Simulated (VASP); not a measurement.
# ZnS (P6_3mc) in VASP: a series of runs, part 2 of 2

VASP 6.6.1. Earlier steps stand in the parts before.

## (4) Single point, PBE (strain +0.000 along x and y, +0.080 along z)

Contents of INCAR:

```
SYSTEM = ZnS
PREC = Accurate
ENCUT = 520
EDIFF = 1E-6
ISMEAR = 0
SIGMA = 0.05
LREAL = .False.
LASPH = .True.
NELM = 100
ALGO = Normal
ISIF = 2
LWAVE = .False.
LCHARG = .False.
GGA = PE
NBANDS = 26
```

Contents of KPOINTS:

```
Automatic mesh
0
Gamma
  12 12 4
  0 0 0
```

Contents of POSCAR:

```
ZnS
1.0
    3.8454929876      0.0000000000      0.0000000000
   -1.9227464938      3.3302946173      0.0000000000
    0.0000000000      0.0000000000      6.8097599765
Zn S
2 2
Direct
    0.3333333333      0.6666666667      0.0052197901
    0.6666666667      0.3333333333      0.5052197901
    0.3333333333      0.6666666667      0.3797802099
    0.6666666667      0.3333333333      0.8797802099
```

Potentials or basis: VASP PAW PBE potentials, release 64 (Zn, S).

Command:

```bash
> cat potpaw_PBE.64/Zn/POTCAR potpaw_PBE.64/S/POTCAR > POTCAR
> mpirun -np 1 vasp_std > vasp.out
```

OUTCAR:

```text
SYSTEM = ZnS
   PREC = Accurate
   ENCUT = 520
   EDIFF = 1E-6
   ISMEAR = 0
   LREAL = .False.
   LASPH = .True.
   NELM = 100
   ISIF = 2
   GGA = PE

 ion  position               nearest neighbor table
   1  0.333  0.667  0.005-   4 2.38   4 2.38   4 2.38   3 2.55
   2  0.667  0.333  0.505-   3 2.38   3 2.38   3 2.38   4 2.55
   3  0.333  0.667  0.380-   2 2.38   2 2.38   2 2.38   1 2.55
   4  0.667  0.333  0.880-   1 2.38   1 2.38   1 2.38   2 2.55

  LATTYP: Found a hexagonal cell.
 ALAT       =     3.8454929876
 C/A-ratio  =     1.7708418656

  Lattice vectors:

 A1 = (   3.8454929876,   0.0000000000,   0.0000000000)
 A2 = (  -1.9227464938,   3.3302946173,   0.0000000000)
 A3 = (   0.0000000000,   0.0000000000,   6.8097599765)

Analysis of symmetry for initial positions (statically):
=====================================================================
 Subroutine PRICEL returns:
 Original cell was already a primitive cell.

 Routine SETGRP: Setting up the symmetry group for a
 hexagonal supercell.
[... 170 lines left out ...]
  free energy    TOTEN  =       -13.50403645 eV

  energy without entropy =      -13.50403645  energy(sigma->0) =      -13.50403645

 E-fermi :   1.5702     XC(G=0):  -9.1630

 val. band max:        1.3400346216   @ k =   0.0000   0.0000   0.0000
 cond. band min:       2.9062202757   @ k =   0.0000   0.0000   0.0000
 fundamental gap:      1.5661856541
 Fermi energy:         1.5701718781

 k-point     1 :       0.0000    0.0000    0.0000
  band No.  band energies     occupation
      1     -11.2822      2.00000
      2     -10.6685      2.00000
      3      -4.7821      2.00000
      4      -4.7821      2.00000
      5      -4.7470      2.00000
      6      -4.7313      2.00000
[... 685 lines left out ...]
     25       9.7345      0.00000
     26      10.9992      0.00000

 [... further k-points ...]

------------------------ aborting loop because EDIFF is reached ----------------------------------------

  FORCE on cell =-STRESS in cart. coord.  units (eV):
  Direction    XX          YY          ZZ          XY          YZ          ZX
  --------------------------------------------------------------------------------------
  -------------------------------------------------------------------------------------
  Total       -0.8918409     -0.8918409     -4.5659697      0.0000000      0.0000000      0.0000000
  in kB      -16.3844358    -16.3844358    -83.8836121      0.0000000      0.0000000      0.0000000
  external PRESSURE =     -38.8841612 kB  Pullay stress =       0.0000000 kB

 VOLUME and BASIS-vectors are now :
 -----------------------------------------------------------------------------
  energy-cutoff  :      520.00
  volume of cell :       87.21
      direct lattice vectors                 reciprocal lattice vectors
     3.845492988  0.000000000  0.000000000     0.260044682  0.150136867  0.000000000
    -1.922746494  3.330294617  0.000000000     0.000000000  0.300273734  0.000000000
     0.000000000  0.000000000  6.809759976     0.000000000  0.000000000  0.146848054

 POSITION                                       TOTAL-FORCE (eV/Angst)
 -----------------------------------------------------------------------------------
     -0.00000      2.22020      0.03555         0.000000     -0.000000      0.098317
      1.92275      1.11010      3.44043        -0.000000      0.000000      0.098317
     -0.00000      2.22020      2.58621         0.000000     -0.000000     -0.098317
      1.92275      1.11010      5.99109        -0.000000      0.000000     -0.098317
 -----------------------------------------------------------------------------------
    total drift:                               -0.000000     -0.000000      0.000749

  FREE ENERGIE OF THE ION-ELECTRON SYSTEM (eV)
  ---------------------------------------------------
  free  energy   TOTEN  =       -13.5040364451 eV

  energy  without entropy=      -13.5040364451  energy(sigma->0) =      -13.50403645
```

OSZICAR:

```text
N       E                     dE             d eps       ncg     rms          rms(c)
DAV:   1     0.238430959911E+03    0.23843E+03   -0.16824E+04  2964   0.161E+03
DAV:   2     0.101972260463E+02   -0.22823E+03   -0.21838E+03  3124   0.339E+02
DAV:   3    -0.138088136655E+02   -0.24006E+02   -0.23767E+02  3534   0.109E+02
DAV:   4    -0.143895034882E+02   -0.58069E+00   -0.57940E+00  3428   0.173E+01
DAV:   5    -0.143987176928E+02   -0.92142E-02   -0.92124E-02  3550   0.211E+00    0.836E+00
DAV:   6    -0.135126370799E+02    0.88608E+00   -0.16827E+00  4468   0.353E+01    0.655E+00
DAV:   7    -0.135070862432E+02    0.55508E-02   -0.10485E+00  3160   0.597E+00    0.316E+00
DAV:   8    -0.135031009112E+02    0.39853E-02   -0.38506E-02  3822   0.212E+00    0.771E-01
DAV:   9    -0.135035794405E+02   -0.47853E-03   -0.71468E-03  3978   0.144E+00    0.202E-01
DAV:  10    -0.135038087414E+02   -0.22930E-03   -0.88510E-04  3324   0.309E-01    0.855E-02
DAV:  11    -0.135040363522E+02   -0.22761E-03   -0.38585E-04  3044   0.118E-01    0.548E-02
DAV:  12    -0.135040327325E+02    0.36197E-05   -0.99892E-06  3622   0.263E-02    0.176E-02
DAV:  13    -0.135040346043E+02   -0.18718E-05   -0.26945E-06  3018   0.125E-02    0.126E-02
DAV:  14    -0.135040363905E+02   -0.17862E-05   -0.20837E-06  2592   0.748E-03    0.206E-03
DAV:  15    -0.135040364451E+02   -0.54594E-07   -0.18413E-07  2212   0.367E-03
   1 F= -.13504036E+02 E0= -.13504036E+02  d E =-.617079E-13
```

stdout:

```text
POSCAR found type information on POSCAR ZnS
 POSCAR found :  2 types and       4 ions
 scaLAPACK will be used
 LDA part: xc-table for (Slater+PW92), standard interpolation
 POSCAR, INCAR and KPOINTS ok, starting setup
 FFT: planning ... GRIDC
 FFT: planning ... GRID_SOFT
 FFT: planning ... GRID
 WAVECAR not read
 entering main loop
```

Run time: 74 s. Hardware: 1 thread of Intel Xeon 6975P-C (Granite Rapids), shared host; peak memory 0.26 GiB.

What came out:

```
Free energy            : -13.5040 eV
Pressure               : -3.9 GPa
Largest force          : 0.098 eV/Å
Band gap on the k mesh : 1.57 eV
```

Forces on the atoms (eV/Å):
```
Zn   0.000  0.000  0.098
Zn   0.000  0.000  0.098
S    0.000  0.000 -0.098
S    0.000  0.000 -0.098
```

Stress tensor (GPa, compression positive):
```
-1.64  0.00  0.00
 0.00 -1.64  0.00
 0.00  0.00 -8.39
```

Caveat: the cell differs from its parent crystal (strain +0.000 along x and y, +0.080 along z); the cell stands under tension.

## (5) Single point, PBE (strain +0.080 along x and y, +0.000 along z)

Contents of INCAR:

```
SYSTEM = ZnS
ALGO     = Normal         ! electronic algorithm
EDIFF    = 1E-6           ! SCF threshold, eV
ENCUT    = 520            ! plane-wave cutoff, eV
GGA      = PE             ! functional
ISIF     = 2              ! what is computed and relaxed
ISMEAR   = 0              ! smearing method
LASPH    = .TRUE.         ! aspherical terms in the spheres
LCHARG   = .FALSE.        ! write CHGCAR
LREAL    = .FALSE.        ! projectors in reciprocal space
LWAVE    = .FALSE.        ! write WAVECAR
NBANDS   = 26             ! bands
NELM     = 100            ! most SCF steps
PREC     = Accurate       ! precision mode
SIGMA    = 0.05           ! smearing width, eV
```

Contents of KPOINTS:

```
k-points
0
G
  12 12 4
  0 0 0
```

Contents of POSCAR:

```
ZnS
1.0
    4.1531324266      0.0000000000      0.0000000000
   -2.0765662133      3.5967181867      0.0000000000
    0.0000000000      0.0000000000      6.3053333116
Zn S
2 2
Direct
    0.3333333333      0.6666666667      0.0052197901
    0.6666666667      0.3333333333      0.5052197901
    0.3333333333      0.6666666667      0.3797802099
    0.6666666667      0.3333333333      0.8797802099
```

Command:

```bash
> cat potpaw_PBE.64/Zn/POTCAR potpaw_PBE.64/S/POTCAR > POTCAR
> mpirun -np 1 vasp_std > vasp.out
```

It took 89 s on 1 thread of AMD EPYC 7R13 (Zen 3), shared host; peak memory 0.24 GiB.

It converged, with:

```yaml
Free_energy: -13.2549 eV
Pressure: -7.0 GPa
Largest_force: 0.204 eV/Å
Band_gap_on_the_k_mesh: 1.44 eV
```

Forces in eV/Å, atoms in the order of the input:
```
Zn   0.000  0.000 -0.204
Zn   0.000  0.000 -0.204
S    0.000  0.000  0.204
S    0.000  0.000  0.204
```

Stress tensor (GPa, compression positive):
```
-8.95  0.00  0.00
 0.00 -8.95  0.00
 0.00  0.00 -3.00
```

Levels at points of the mesh, in eV from the valence-band top:
```csv
k point,band 16,band 17,band 18,band 19,band 20,band 21
"(0.00, 0.00, 0.00)",-0.05,-0.05,0.00,1.44,2.34,6.08
"(0.50, 0.00, 0.00)",-1.84,-1.27,-0.57,3.42,3.82,5.49
"(0.00, 0.00, 0.50)",-0.49,-0.49,-0.49,2.85,2.85,6.51
"(0.50, 0.00, 0.50)",-1.26,-1.07,-1.07,3.49,3.49,5.42
```

Caveat: the cell differs from its parent crystal (strain +0.080 along x and y, +0.000 along z); the cell stands under tension. A k mesh can miss the band edges.

## (6) Single point, PBE (strain +0.080 along x and y, +0.080 along z)

Contents of INCAR:

```
PREC = Accurate
ENCUT = 520
EDIFF = 1E-6
ISMEAR = 0
SIGMA = 0.05
LREAL = False
LASPH = True
NELM = 80
ALGO = Normal
ISIF = 2
LWAVE = False
LCHARG = False
GGA = PE
NBANDS = 26
```

Contents of KPOINTS:

```
regular mesh
0
Gamma
  12 12 4
```

Edit POSCAR of step 5 so:

```diff
@@ -4,3 +4,3 @@
    -2.0765662133      3.5967181867      0.0000000000
-    0.0000000000      0.0000000000      6.3053333116
+    0.0000000000      0.0000000000      6.8097599765
 Zn S
```

Potentials or basis: VASP PAW PBE potentials, release 64 (Zn, S).

Command:

```bash
> cat potpaw_PBE.64/Zn/POTCAR potpaw_PBE.64/S/POTCAR > POTCAR
> mpirun -np 1 vasp_std > vasp.out
```

Run time: 1.8 min. Hardware: 1 thread of AMD EPYC 7R13 (Zen 3), shared host; peak memory 0.26 GiB.

It converged, with:

```yaml
Free_energy: -12.9365 eV
Pressure: -9.5 GPa
Largest_force: 0.030 eV/Å
Band_gap_on_the_k_mesh: 1.12 eV
```

Forces on the atoms (eV/Å):
```
Zn   0.000  0.000 -0.030
Zn   0.000  0.000 -0.030
S    0.000  0.000  0.030
S    0.000  0.000  0.030
```

Stress tensor (GPa, compression positive):
```
-9.45  0.00  0.00
 0.00 -9.45  0.00
 0.00  0.00 -9.58
```

Levels at points of the mesh, in eV from the valence-band top:
| k point | band 15 | band 16 | band 17 | band 18 | band 19 | band 20 | band 21 | band 22 |
| --- | --- | --- | --- | --- | --- | --- | --- | --- |
| (0.00, 0.00, 0.00) | -0.58 | -0.05 | 0.00 | 0.00 | 1.12 | 2.59 | 6.34 | 6.34 |
| (0.50, 0.00, 0.00) | -2.20 | -1.45 | -1.06 | -0.57 | 3.46 | 3.63 | 5.23 | 6.34 |
| (0.00, 0.00, 0.50) | -0.30 | -0.30 | -0.30 | -0.30 | 2.71 | 2.71 | 6.25 | 6.25 |
| (0.50, 0.00, 0.50) | -1.09 | -1.09 | -1.04 | -1.04 | 3.26 | 3.26 | 5.25 | 5.25 |

Caveat: the cell differs from its parent crystal (strain +0.080 along x and y, +0.080 along z); the cell stands under tension.

## (7) Overview

```tsv
cell	gap on the mesh (eV)	pressure (GPa)	largest force (eV/Å)
a = 3.692, b = 3.692, c = 6.305 Å, angles 90.0, 90.0, 120.0°, 4 atoms	2.32	7.1	0.35
a = 4.153, b = 4.153, c = 5.801 Å, angles 90.0, 90.0, 120.0°, 4 atoms	1.78	-1.1	1.29
a = 3.845, b = 3.845, c = 6.810 Å, angles 90.0, 90.0, 120.0°, 4 atoms	1.57	-3.9	0.10
a = 4.153, b = 4.153, c = 6.305 Å, angles 90.0, 90.0, 120.0°, 4 atoms	1.44	-7.0	0.20
a = 4.153, b = 4.153, c = 6.810 Å, angles 90.0, 90.0, 120.0°, 4 atoms	1.12	-9.5	0.03
```

Alike in all rows: task single point; level PBE; potentials or basis VASP PAW PBE potentials, release 64 (Zn, S); no spin polarisation; k mesh 12 × 12 × 4; cutoff (eV) 520; smearing gaussian 0.05 eV.

Caveats: the cell stands under tension (at least some runs); the cell stands under pressure (at least some runs); forces of over 1 eV/Å act on the atoms, so gaps and moduli don't describe the material at rest (at least some runs).

Absolute energies hang on the potentials; compare differences alone.
